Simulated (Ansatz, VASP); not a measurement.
**ZnCd2Se2S in VASP and in Ansatz**

File INCAR:

```
SYSTEM = ZnCd2Se2S
  PREC = Accurate
  ENCUT = 600
  EDIFF = 1E-7
  ISMEAR = 0
  SIGMA = 0.1
  LREAL = .FALSE.
  LASPH = .TRUE.
  NELM = 60
  ALGO = Normal
  ISIF = 3
  LWAVE = .FALSE.
  LCHARG = .FALSE.
  GGA = PE
  IBRION = 2
  NSW = 90
  EDIFFG = -0.04
```

The input KPOINTS:

```
regular mesh
0
G
  6 6 4
  0 0 0
```

File POSCAR:

```
ZnCd2Se2S
1.0
    4.4527685500      0.0000000000      0.0000000000
   -2.2263842700      3.8562106800      0.0000000000
    0.0000000000      0.0000000000      7.3977047500
Zn Cd Se S
1 2 2 1
Direct
    0.0000000000      0.0000000000      0.5000000000
    0.6666666700      0.3333333300      0.6592910300
    0.3333333300      0.6666666700      0.3407089700
    0.6666666700      0.3333333300      0.2673510000
    0.3333333300      0.6666666700      0.7326490000
    0.0000000000      0.0000000000      0.0000000000
```

Input for Ansatz:

```yaml
crystal:
  lattice:
    - [4.45276855, 0.0, 0.0]
    - [-2.22638427, 3.85621068, 0.0]
    - [0.0, 0.0, 7.39770475]
  atoms:
    - { symbol: Zn, position: [0.0, 0.0, 0.5] }
    - { symbol: Cd, position: [0.66666667, 0.33333333, 0.65929103] }
    - { symbol: Cd, position: [0.33333333, 0.66666667, 0.34070897] }
    - { symbol: Se, position: [0.66666667, 0.33333333, 0.267351] }
    - { symbol: Se, position: [0.33333333, 0.66666667, 0.732649] }
    - { symbol: S, position: [0.0, 0.0, 0.0] }
basis:
  ecutwfc: 420
kpoints:
  mp_grid: { grid: [6, 6, 4] }
hamiltonian:
  xc: pbe
scf:
  occupations: { method: gaussian, width: 0.1 }
  lower_state_search: "off"
output:
  forces: true
  stress: true
  eigenvalues: true
relax:
  adjacent_minimum: "off"
  f_tol: 0.04
  max_steps: 70
  cell: { stress_tol: 0.4 }
```

Change from the starting cell: species swapped into the LiSmCu2P2 type (P-3m1, No. 164).

Alike in both runs: task relaxation of cell and atoms; functional PBE; k mesh 6 × 6 × 4; occupations gaussian, width 0.1 eV; no spin polarisation.

|  | VASP | Ansatz |
| --- | --- | --- |
| version | VASP 6.6.1 | Ansatz 0.2.0 |
| potentials or method | VASP PAW PBE potentials, release 64 (Zn, Cd, Se, S), cutoff 600 eV | scalar-relativistic, plane waves, PAW |
| valence electrons in the cell | 54 | 90 |

VASP gave:

| Property | Result |
| --- | --- |
| gap on the k mesh at the Fermi level, each at its own relaxed structure (eV) | none |
| relaxed volume (Å³/atom) | 22.02 |
| relaxed cell length with the largest relative difference (Å) | 5.385 |

Task: What did Ansatz give for the same quantities?

Result: gap on the k mesh at the Fermi level, each at its own relaxed structure (eV): none; relaxed volume (Å³/atom): 21.21; relaxed cell length with the largest relative difference (Å): 9.642.

A gap of «none» marks a metal or a gap that the smearing closes. One of these differences is far larger than is usual between the two programs; its cause wasn't traced. VASP's potentials hold 54 valence electrons a cell and Ansatz's 90, so a difference there can come from the potentials and not from the codes.
